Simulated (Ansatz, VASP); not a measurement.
# One calculation of CsBr, two programs

```
Cs Br
1.0
     4.38822    0.00000    0.00000
     0.00000    4.38822    0.00000
     0.00000    0.00000    4.38822
Cs Br
1 1
Direct
  0.00000 0.00000 0.00000
  0.50000 0.50000 0.50000
```

Alike in both runs: task single point; functional PBE; k mesh 11 × 11 × 11; occupations fermi-dirac, width 0.1 eV; no spin polarisation.

|  | VASP | Ansatz |
| --- | --- | --- |
| version | VASP 6.6.1 | Ansatz 0.2.0 |
| potentials or method | VASP PAW PBE potentials, release 64 (Cs_sv, Br), cutoff 500 eV | all-electron LAPW, scalar-relativistic |

```csv
,VASP,Ansatz,Ansatz less VASP
gap on the k mesh at the Fermi level (eV),4.25,4.27,+0.012
pressure (GPa),0.0,0.0,-0.04
```

Ansatz ran all-electron here, and VASP with PAW potentials.

Spin-orbit coupling is off throughout.
